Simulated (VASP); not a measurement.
Here is a VASP 6.6.1 calculation.

Contents of INCAR:

```
SYSTEM = HfZrS4
PREC = Accurate ; ENCUT = 600
EDIFF = 1E-7 ; ISMEAR = 0
SIGMA = 0.1 ; LREAL = .False.
LASPH = .True. ; NELM = 100
ALGO = Normal ; ISIF = 3
LWAVE = .False. ; LCHARG = .False.
GGA = PE ; IBRION = 2
NSW = 90 ; EDIFFG = -0.04
```

KPOINTS

```
regular mesh
0
Gamma
  6 6 2
  0 0 0
```

Contents of POSCAR:

```
HfZrS4
1.0
    3.5688148600      0.0000000000      0.0000000000
   -1.7844074300      3.0906843300      0.0000000000
    0.0000000000      0.0000000000     11.8753710700
Zr Hf S
1 1 4
Direct
    0.0000000000      0.0000000000      0.0000000000
    0.0000000000      0.0000000000      0.5000000000
    0.6666666700      0.3333333300      0.3819760400
    0.6666666700      0.3333333300      0.8819760400
    0.3333333300      0.6666666700      0.1180239600
    0.3333333300      0.6666666700      0.6180239600
```

Potentials or basis: VASP PAW PBE potentials, release 64 (Zr_sv, Hf_pv, S).

Launch:

```sh
$ cat potpaw_PBE.64/Zr_sv/POTCAR potpaw_PBE.64/Hf_pv/POTCAR potpaw_PBE.64/S/POTCAR > POTCAR
$ mpirun -np 1 vasp_std > vasp.out
```

(1) Predict the relaxed volume.

(2) Estimate the relaxed cell.

(3) Estimate the space group after relaxing (to 0.1 Å).

Results:

(1) 25.83 Å³/atom.

(2) a = 3.666 Å, b = 3.666 Å, c = 13.311 Å, α = 90.00°, β = 90.00°, γ = 120.00°.

(3) P-3m1 (No. 164).

Caveat: the volume moved by over 15 % at a fixed basis, so the end points are rough; this functional lacks dispersion, which binds the layers, so the pressure and a relaxed spacing across them are unreliable.
